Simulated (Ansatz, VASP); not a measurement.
## One calculation of PtSe2, two programs

```
CELL_PARAMETERS angstrom
3.72400 0.00000 0.00000
-1.86200 3.22508 0.00000
0.00000 0.00000 5.06200
ATOMIC_POSITIONS crystal
Pt 0.00000 0.00000 0.00000
Se 0.33333 0.66667 0.25000
Se 0.66667 0.33333 0.75000
```

Alike in both runs: task single point; functional r2SCAN; dispersion D3(BJ); k mesh 6 × 6 × 4; occupations gaussian, width 0.1 eV; no spin polarisation.

```csv
,VASP,Ansatz
version,VASP 6.6.1,Ansatz 0.2.0
potentials or method,"VASP PAW PBE potentials, release 64 (Pt, Se), cutoff 520 eV","scalar-relativistic, plane waves, PAW"
valence electrons in the cell,22,50
```

|  | VASP | Ansatz | Ansatz less VASP |
| --- | --- | --- | --- |
| gap on the k mesh at the Fermi level (eV) | none | none | - |
| pressure (GPa) | 3.2 | 3.1 | -0.10 |
| traceless stress, the component that is largest in VASP (GPa) | 0.03 | 0.09 | +0.063 |
| rms of the force components (eV/Å) | 0.172 | 0.164 | -0.0080 |

VASP's potentials were made for PBE, not for r2SCAN. Atom by atom the forces differ by 0.008 eV/Å (rms over components). A gap of «none» marks a metal or a gap that the smearing closes. VASP's potentials hold 22 valence electrons a cell and Ansatz's 50, so a difference there can come from the potentials and not from the codes. Ansatz's warnings: dispersion damping borrowed.

Neither program's run includes spin-orbit coupling.
